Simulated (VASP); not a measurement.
Runs of VASP 6.6.1 on Ga. The structure is that of space group Fd-3m (No. 227), or close to it. The cells are those of the table. 

```tsv
cell	k mesh	gap on the mesh (eV)	pressure (GPa)
a = 4.125 Å, angles 60.0°, 2 atoms	11 × 11 × 11	none	-1.5
a = 3.901 Å, angles 60.0°, 2 atoms	11 × 11 × 11	none	7.7
a = 4.071 Å, angles 60.0°, 2 atoms	16 × 16 × 16	none	0.1
a = 4.071 Å, angles 60.0°, 2 atoms	11 × 11 × 11	none	0.0
a = 3.960 Å, angles 60.0°, 2 atoms	11 × 11 × 11	none	4.5
a = 4.016 Å, angles 60.0°, 2 atoms	11 × 11 × 11	none	(a)
a = 4.228 Å, angles 60.0°, 2 atoms	11 × 11 × 11	none	(b)
a = 4.177 Å, angles 60.0°, 2 atoms	11 × 11 × 11	none	-2.7
```

Alike in all rows: task single point; level PBEsol; potentials or basis VASP PAW PBE potentials, release 64 (Ga_d); no spin polarisation; cutoff (eV) 520; smearing fermi-dirac 0.1 eV.

**Question.** Estimate the missing entries.

**Answer.** (a) 2.0; (b) -3.6.

Caveats: the PAW data sets were made with another functional, which shifts forces and pressure a little.

A k mesh can miss the band edges, and the runs leave out spin-orbit coupling on Ga.

A gap of «none» marks levels without a gap at the run's occupations.
